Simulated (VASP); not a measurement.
Input of a VASP 6.6.1 run:

The input INCAR:

```
PREC = Accurate
ENCUT = 500
EDIFF = 1E-6
ISMEAR = 0
SIGMA = 0.1
LREAL = False
LASPH = True
NELM = 200
ALGO = Normal
ISIF = 2
LWAVE = False
LCHARG = False
GGA = PE
NBANDS = 24
GGA_COMPAT = False
LMAXMIX = 6
```

KPOINTS

```
regular mesh
0
Gamma
  6 6 2
```

The input POSCAR:

```
TbPIr2
1.0
    3.6700013600      0.0000000000      0.0000000000
   -1.8350006800      3.1783144100      0.0000000000
    0.0000000000      0.0000000000      7.5508983200
Tb P Ir
1 1 2
Direct
    0.0000000000      0.0000000000      0.5000000000
    0.0000000000      0.0000000000      0.0000000000
    0.3333333300      0.6666666700      0.0000000000
    0.6666666700      0.3333333300      0.0000000000
```

Potentials or basis: VASP PAW PBE potentials, release 64 (Tb_3, P, Ir), 4f in core.

The run is started by

```console
$ cat potpaw_PBE.64/Tb_3/POTCAR potpaw_PBE.64/P/POTCAR potpaw_PBE.64/Ir/POTCAR > POTCAR
$ mpirun -np 1 vasp_std > vasp.out
```

(1) Estimate the band gap on the k mesh.

(2) What does it give for the pressure?

Answers

(1) zero (bands 16 and 17 overlap by 0.73 eV).

(2) 91.0 GPa.

Caveat: the k points lie up to 0.42 Å⁻¹ apart, too coarse for converged energies and pressures of a metal; spin-orbit coupling is left out, which moves the levels of the heavy elements; the 4f electrons are frozen in the core, so they carry no moment and show no levels.
